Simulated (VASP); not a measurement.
Write the native input for VASP 6.6.1 that does the following.

| Item | Value |
| --- | --- |
| Task | single point |
| Functional | PBE |
| Potentials or basis | VASP PAW PBE potentials, release 64 (Mg, Cd, Te) |
| Cutoff | 520 eV |
| k mesh | 3 × 3 × 3 |
| Occupations | gaussian, width 0.2 eV |
| Spin | no spin polarisation |
| Dipole correction | no |
| Further INCAR settings | ALGO = Normal; EDIFF = 1e-06; NBANDS = 34 |

The structure of Mg3Cd2Te3 lies in POSCAR:

```
Mg3Cd2Te3
1.0
    6.0710723763      0.0000000000      0.0000000000
    0.0000000000      6.0710723763      0.0000000000
    0.0000000000      0.0000000000      6.0710723763
Mg Cd Te
3 2 3
Direct
    0.5000000000      0.0000000000      0.0000000000
    0.0000000000      0.5000000000      0.0000000000
    0.0000000000      0.0000000000      0.5000000000
    0.0000000000      0.0000000000      0.0000000000
    0.5000000000      0.5000000000      0.5000000000
    0.0000000000      0.5000000000      0.5000000000
    0.5000000000      0.0000000000      0.5000000000
    0.5000000000      0.5000000000      0.0000000000
```

The cell was built from a structure type or drawn by symmetry, and may not be a known phase.

These files were run (other wordings do the same):

INCAR

```
SYSTEM = Mg3Cd2Te3
PREC     = Accurate       ! precision mode
ENCUT    = 520            ! plane-wave cutoff, eV
EDIFF    = 1E-6           ! SCF threshold, eV
ISMEAR   = 0              ! smearing method
SIGMA    = 0.2            ! smearing width, eV
LREAL    = .False.        ! projectors in reciprocal space
LASPH    = .True.         ! aspherical terms in the spheres
NELM     = 80             ! most SCF steps
ALGO     = Normal         ! electronic algorithm
ISIF     = 2              ! what is computed and relaxed
LWAVE    = .False.        ! write WAVECAR
LCHARG   = .False.        ! write CHGCAR
GGA      = PE             ! functional
NBANDS   = 34             ! bands
```

KPOINTS

```
regular mesh
0
Gamma
  3 3 3
  0 0 0
```

Potentials or basis: VASP PAW PBE potentials, release 64 (Mg, Cd, Te).

Launch:

```console
$ cat potpaw_PBE.64/Mg/POTCAR potpaw_PBE.64/Cd/POTCAR potpaw_PBE.64/Te/POTCAR > POTCAR
$ mpirun -np 1 vasp_std > vasp.out
```

Results of the run:

```yaml
Pressure: -0.5 GPa
Band_gap_on_the_k_mesh: zero (bands 24 and 25 overlap by 0.15 eV)
```

Caveat: semilocal functionals underestimate gaps, so a narrow gap can read as zero; spin-orbit coupling is left out, which moves the levels of the heavy elements.

Run time: 58 s on 1 thread of Intel Xeon 8259CL, on a shared host, peak memory 0.33 GiB.
